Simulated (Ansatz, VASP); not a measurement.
# Pt: VASP beside Ansatz

```
CELL_PARAMETERS angstrom
2.76984 0.00000 0.00000
-1.38492 2.39875 0.00000
0.00000 0.00000 4.80805
ATOMIC_POSITIONS crystal
Pt 0.66667 0.33333 0.75000
Pt 0.33333 0.66667 0.25000
```

Alike in both runs: task single point; functional r2SCAN; k mesh 12 × 12 × 6; occupations fermi-dirac, width 0.1 eV; no spin polarisation.

|  | VASP | Ansatz |
| --- | --- | --- |
| version | VASP 6.6.1 | Ansatz 0.2.0 |
| potentials or method | VASP PAW PBE potentials, release 64 (Pt_sv_GW), cutoff 630 eV | plane waves, PAW |
| valence electrons in the cell | 36 | 36 |

Ansatz gave:

```
pressure (GPa)                                                : -8.4
traceless stress, the component that is largest in VASP (GPa) : 0.61
```

Task: What did VASP give for the same quantities?

Result: Pressure (GPa): -9.0; traceless stress, the component that is largest in VASP (GPa): 0.62.

VASP's potentials were made for PBE, not for r2SCAN.

Spin-orbit coupling is off throughout.
